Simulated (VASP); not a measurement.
Input of a VASP 6.6.1 run:

The input INCAR:

```
SYSTEM = Ti4C
PREC = Accurate
ENCUT = 520
EDIFF = 1E-6
ISMEAR = 0
SIGMA = 0.1
LREAL = .FALSE.
LASPH = .TRUE.
NELM = 80
ALGO = Normal
ISIF = 2
LWAVE = .FALSE.
LCHARG = .FALSE.
LDIPOL = .TRUE.
IDIPOL = 3
DIPOL = 0.5 0.5 0.377
GGA = CA
NBANDS = 34
```

Contents of KPOINTS:

```
regular mesh
0
G
  9 9 1
  0 0 0
```

File POSCAR:

```
Ti4C
1.0
    2.8639615639      0.0000000000      0.0000000000
   -1.4319807819      2.4802634698      0.0000000000
    0.0000000000      0.0000000000     22.2412339090
Ti C
4 1
Direct
    0.6666666667      0.3333333333      0.1798461370
    0.3333333333      0.6666666667      0.2817907594
    0.6666666667      0.3333333333      0.3878708239
    0.3333333333      0.6666666667      0.4829423562
    0.3333333333      1.0000000000      0.5510573577
```

Potentials or basis: VASP PAW LDA potentials, release 64 (Ti_sv, C).

Run with:

```console
$ cat potpaw_LDA.64/Ti_sv/POTCAR potpaw_LDA.64/C/POTCAR > POTCAR
$ mpirun -np 1 vasp_std > vasp.out
```

What does it give for the largest force?

2.844 eV/Å.

Predict the band gap on the k mesh.

zero (bands 26 and 27 overlap by 1.06 eV).

Forces on the atoms (eV/Å):
```
Ti   0.014 -0.007  0.594
Ti  -0.053  0.070 -0.393
Ti  -0.249  0.050 -1.134
Ti   1.589 -2.203  0.844
C   -1.301  2.090  0.089
```
